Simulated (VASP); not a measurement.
# Hg (R-3m) in VASP: further runs

The runs below take Hg through single point, with LDA.

All numbers are computed with VASP 6.6.1; they aren't measurements. Logs are shortened: lines on timing, memory, paths and dates and some standing lists are left out, and cuts for length are marked.

### Step 1. The cell of the first run

Symmetry: R-3m, No. 166, trigonal system. Conventional cell: a = 3.493 Å, b = 3.493 Å, c = 6.444 Å, α = 90.00°, β = 90.00°, γ = 120.00°. Within 3.9 Å of Hg (site symmetry -3m) lie 12 Hg at 2.95 to 3.49 Å.

### Step 2. Single point, LDA

The input, INCAR:

```
PREC = Accurate ; ENCUT = 520
EDIFF = 1E-7 ; ISMEAR = -1
SIGMA = 0.1 ; LREAL = False
LASPH = True ; NELM = 80
ALGO = Normal ; ISIF = 2
LWAVE = False ; LCHARG = False
NBANDS = 12
```

The input, KPOINTS:

```
regular mesh
0
Gamma
  3 3 3
```

The input, POSCAR:

```
Hg
1.0
    1.7463233735      1.0082402698      2.1478810803
   -1.7463233735      1.0082402698      2.1478810803
    0.0000000000     -2.0164805396      2.1478810803
Hg
1
Direct
    0.0000000000      1.0000000000      0.0000000000
```

Potentials or basis: VASP PAW LDA potentials, release 64 (Hg).

The run is started by

```console
$ cat potpaw_LDA.64/Hg/POTCAR > POTCAR
$ mpirun -np 1 vasp_std > vasp.out
```

OUTCAR:

```text
PREC = Accurate
   ENCUT = 520
   EDIFF = 1E-7
   ISMEAR = -1
   LREAL = False
   LASPH = True
   NELM = 80
   ISIF = 2

 ion  position               nearest neighbor table
   1  0.000  0.000  0.000-

  LATTYP: Found a trigonal (rhomboedric) cell.
 ALAT       =     2.9461138643
 COS(alpha) =     0.2972833017

  Lattice vectors:

 A1 = (   1.7463233735,   1.0082402698,   2.1478810803)
 A2 = (  -1.7463233735,   1.0082402698,   2.1478810803)
 A3 = (   0.0000000000,  -2.0164805396,   2.1478810803)

Analysis of symmetry for initial positions (statically):
=====================================================================
 Subroutine PRICEL returns:
 Original cell was already a primitive cell.

 Routine SETGRP: Setting up the symmetry group for a
 trigonal (rhombohedral) supercell.

 Subroutine GETGRP returns: Found 12 space group operations
 (whereof 12 operations were pure point group operations)
 out of a pool of 12 trial point group operations.

The static configuration has the point symmetry D_3d.

Analysis of symmetry for dynamics (positions and initial velocities):
=====================================================================
 Subroutine PRICEL returns:
 Original cell was already a primitive cell.

 Routine SETGRP: Setting up the symmetry group for a
 trigonal (rhombohedral) supercell.

 Subroutine GETGRP returns: Found 12 space group operations
 (whereof 12 operations were pure point group operations)
 out of a pool of 12 trial point group operations.

The dynamic configuration has the point symmetry D_3d.

 Subroutine INISYM returns: Found 12 space group operations
 (whereof 12 operations are pure point group operations),
 and found     1 'primitive' translations

----------------------------------------------------------------------------------------

                                     Primitive cell

  volume of cell :      22.6908

  direct lattice vectors                    reciprocal lattice vectors
     1.746323374  1.008240270  2.147881080     0.286315815  0.165304513  0.155191708
    -1.746323374  1.008240270  2.147881080    -0.286315815  0.165304513  0.155191708
     0.000000000 -2.016480540  2.147881080     0.000000000 -0.330609026  0.155191708

  length of vectors
     2.946113864  2.946113864  2.946113864     0.365221569  0.365221569  0.365221569

  position of ions in fractional coordinates (direct lattice)
     0.000000000  0.000000000  0.000000000

  ion indices of the primitive-cell ions
   primitive index   ion index
                 1           1

----------------------------------------------------------------------------------------

 KPOINTS: regular mesh

Automatic generation of k-mesh.
 Grid dimensions read from file:
 generate k-points for:    3    3    3

 Generating k-lattice:

  Cartesian coordinates                     Fractional coordinates (reciprocal lattice)
     0.095438605  0.055101504  0.051730569     0.333333333  0.000000000  0.000000000
    -0.095438605  0.055101504  0.051730569     0.000000000  0.333333333  0.000000000
     0.000000000 -0.110203009  0.051730569     0.000000000  0.000000000  0.333333333

  Length of vectors
     0.121740523  0.121740523  0.121740523

  Shift w.r.t. Gamma in fractional coordinates (k-lattice)
     0.000000000  0.000000000  0.000000000

 Subroutine IBZKPT returns following result:
 ===========================================

 Found      6 irreducible k-points:

 Following reciprocal coordinates:
            Coordinates               Weight
  0.000000  0.000000  0.000000      1.000000
  0.333333 -0.000000 -0.000000      6.000000
  0.333333  0.333333 -0.000000      6.000000
 -0.333333  0.333333  0.000000      6.000000
  0.333333  0.333333  0.333333      2.000000
 -0.333333  0.333333  0.333333      6.000000
   k-points           NKPTS =      6   k-points in BZ     NKDIM =      6   number of bands    NBANDS=     12
   number of dos      NEDOS =    301   number of ions     NIONS =      1
   total plane-waves  NPLWV =  13824
   dimension x,y,z NGX =    24 NGY =   24 NGZ =   24
   dimension x,y,z NGXF=    48 NGYF=   48 NGZF=   48
   ions per type =               1
   NGX,Y,Z   is equivalent  to a cutoff of  13.54, 13.54, 13.54 a.u.
   NGXF,Y,Z  is equivalent  to a cutoff of  27.09, 27.09, 27.09 a.u.
 SYSTEM =  unknown system
   PREC   = accura    normal or accurate (medium, high low for compatibility)
   ISTART =      0    job   : 0-new  1-cont  2-samecut
   ICHARG =      2    charge: 1-file 2-atom 10-const
   ISPIN  =      1    spin polarized calculation?
   LNONCOLLINEAR =      F non collinear calculations
   LSORBIT =      F    spin-orbit coupling
   LASPH  =      T    aspherical Exc in radial PAW
   ENCUT  =  520.0 eV  38.22 Ry    6.18 a.u.   5.48  5.48  5.48*2*pi/ulx,y,z
   NELM   =     80;   NELMIN=  2; NELMDL= -5     # of ELM steps
   EDIFF  = 0.1E-06   stopping-criterion for ELM
   LREAL  =      F    real-space projection
   EDIFFG = 0.1E-05   stopping-criterion for IOM
   NSW    =      0    number of steps for IOM
   IBRION =     -1    ionic relax: 0-MD 1-quasi-New 2-CG
   NFREE  =      0    steps in history (QN), initial steepest desc. (CG)
   ISIF   =      2    stress and relaxation
   ISYM   =      2    0-nonsym 1-usesym 2-fastsym
   POTIM  = 0.5000    time-step for ionic-motion
   TEBEG  =    0.0;   TEEND  =   0.0 temperature during run
   PSTRESS=    0.0 pullay stress
   NELECT =      12.0000    total number of electrons
   NUPDOWN=      -1.0000    fix difference up-down
   EMIN   =  10.00;   EMAX   =-10.00  energy-range for DOS
   EFERMI =   0.00;   METHOD = LEGACY
   ISMEAR =    -1;   SIGMA  =   0.10  broadening in eV -4-tet -1-fermi 0-gaus
   EFERMI_NEDOS =   21; number of points for ismear=-14 and -15
   IALGO  =     38    algorithm
   IMIX   =      4    mixing-type and parameters
     AMIX     =   0.40;   BMIX     =  1.00
     AMIX_MAG =   1.60;   BMIX_MAG =  1.00
  volume/ion in A,a.u.               =      22.69       153.13
  Fermi-wavevector in a.u.,A,eV,Ry     =   1.323890  2.501789 23.846718  1.752684
  Thomas-Fermi vector in A             =   2.453465
   LORBIT       =      0    0 simple, 1 ext, 2 COOP (PROOUT), +10 PAW based schemes
   GGA     = CA    functional components
   LHFCALC =     F    Hartree Fock is set to
   AEXX    =    0.0000 exact exchange contribution
   IVDW    =     0    specifies the selected vdW correction
   LEPSILON=     F    determine dielectric tensor
   LRPA    =     F    only Hartree local field effects (RPA)
 non-spin polarized calculation
  energy-cutoff  :      520.00
  volume of cell :       22.69
 maximum number of plane-waves:       631
 NGX is ok and might be reduce to    24
   NGX = 11   NGY = 11   NGZ = 11

 number of electron      12.0000003 magnetization

 Free energy of the ion-electron system (eV)
  ---------------------------------------------------
  ext. energy  EPLUGINS =         0.00000000
  ---------------------------------------------------
  free energy    TOTEN  =        -1.30289542 eV

  energy without entropy =       -1.30289510  energy(sigma->0) =       -1.30289526

 E-fermi :   3.8962     XC(G=0): -11.3433

 val. band max:        2.3577015613   @ k =  -0.3333   0.3333   0.3333
 cond. band min:       5.4821512983   @ k =   0.3333  -0.0000  -0.0000
 fundamental gap:      3.1244497370
 Fermi energy:         3.8962226154

 k-point     1 :       0.0000    0.0000    0.0000
  band No.  band energies     occupation
      1      -6.6499      2.00000
      2      -5.1367      2.00000
      3      -5.1367      2.00000
      4      -3.4683      2.00000
      5      -3.3452      2.00000
      6      -3.3452      2.00000
      7      14.9360      0.00000
      8      15.3320      0.00000
      9      15.3320      0.00000
     10      19.9796      0.00000
     11      21.3036      0.00000
     12      21.3036      0.00000

 k-point     2 :       0.3333   -0.0000   -0.0000
  band No.  band energies     occupation
      1      -5.6265      2.00000
      2      -5.0951      2.00000
      3      -3.5448      2.00000
      4      -3.4546      2.00000
      5      -3.2970      2.00000
      6      -2.9583      2.00000
      7       5.4822      0.00000
      8      15.6664      0.00000
      9      16.0106      0.00000
     10      21.0663      0.00000
     11      21.1125      0.00000
     12      21.9664      0.00000

 k-point     3 :       0.3333    0.3333   -0.0000
  band No.  band energies     occupation
      1      -5.3808      2.00000
      2      -4.9418      2.00000
      3      -3.4681      2.00000
      4      -3.3705      2.00000
      5      -3.2387      2.00000
      6      -1.9018      2.00000
      7       8.9056      0.00000
      8       9.7199      0.00000
      9      13.5243      0.00000
     10      14.3976      0.00000
     11      20.0625      0.00000
     12      25.7020      0.00000

 k-point     4 :      -0.3333    0.3333    0.0000
  band No.  band energies     occupation
      1      -5.3104      2.00000
      2      -4.6373      2.00000
      3      -3.8417      2.00000
      4      -3.4365      2.00000
      5      -3.3629      2.00000
      6       0.4237      2.00000
      7       5.5512      0.00000
      8       6.3109      0.00000
      9      15.9096      0.00000
     10      18.9761      0.00000
     11      19.9010      0.00000
     12      22.8784      0.00000

 k-point     5 :       0.3333    0.3333    0.3333
  band No.  band energies     occupation
      1      -5.0256      2.00000
      2      -4.3457      2.00000
      3      -4.3457      2.00000
      4      -3.3233      2.00000
      5      -3.3233      2.00000
      6      -1.7311      2.00000
      7      11.4719      0.00000
      8      12.8747      0.00000
      9      12.8747      0.00000
     10      14.5346      0.00000
     11      18.1454      0.00000
     12      19.2935      0.00000

 k-point     6 :      -0.3333    0.3333    0.3333
  band No.  band energies     occupation
      1      -4.7522      2.00000
      2      -4.5823      2.00000
      3      -4.0446      2.00000
      4      -3.8319      2.00000
      5      -3.2395      2.00000
      6       2.3577      2.00000
      7       5.7077      0.00000
      8       8.4866      0.00000
      9      10.7195      0.00000
     10      13.6319      0.00000
     11      21.8101      0.00000
     12      22.0239      0.00000

------------------------ aborting loop because EDIFF is reached ----------------------------------------

  FORCE on cell =-STRESS in cart. coord.  units (eV):
  Direction    XX          YY          ZZ          XY          YZ          ZX
  --------------------------------------------------------------------------------------
  -------------------------------------------------------------------------------------
  Total        0.7123196      0.7123196     -1.6258379      0.0000000      0.0000000      0.0000000
  in kB       50.2962161     50.2962161   -114.7988780      0.0000000      0.0000000      0.0000000
  external PRESSURE =      -4.7354819 kB  Pullay stress =       0.0000000 kB

 VOLUME and BASIS-vectors are now :
 -----------------------------------------------------------------------------
  energy-cutoff  :      520.00
  volume of cell :       22.69
      direct lattice vectors                 reciprocal lattice vectors
     1.746323374  1.008240270  2.147881080     0.286315815  0.165304513  0.155191708
    -1.746323374  1.008240270  2.147881080    -0.286315815  0.165304513  0.155191708
     0.000000000 -2.016480540  2.147881080     0.000000000 -0.330609026  0.155191708

 POSITION                                       TOTAL-FORCE (eV/Angst)
 -----------------------------------------------------------------------------------
      0.00000      0.00000      0.00000        -0.000000      0.000000     -0.000000
 -----------------------------------------------------------------------------------
    total drift:                                0.000000     -0.000000      0.000000

  FREE ENERGIE OF THE ION-ELECTRON SYSTEM (eV)
  ---------------------------------------------------
  free  energy   TOTEN  =        -1.3028954157 eV

  energy  without entropy=       -1.3028951049  energy(sigma->0) =       -1.30289526
```

Wall time 3.3 s (1 thread of Intel Xeon Platinum 8259CL at 2.50GHz (Skylake/Cascade Lake), shared host); peak memory 0.12 GiB.

The run converged, but its numbers aren't listed here, since they failed a check.

Caveat: the k points lie up to 0.76 Å⁻¹ apart; the mesh shows a gap though the element is a metal; spin-orbit coupling is left out, which moves the levels of the heavy elements.

(Continued in part 2 of 2.)
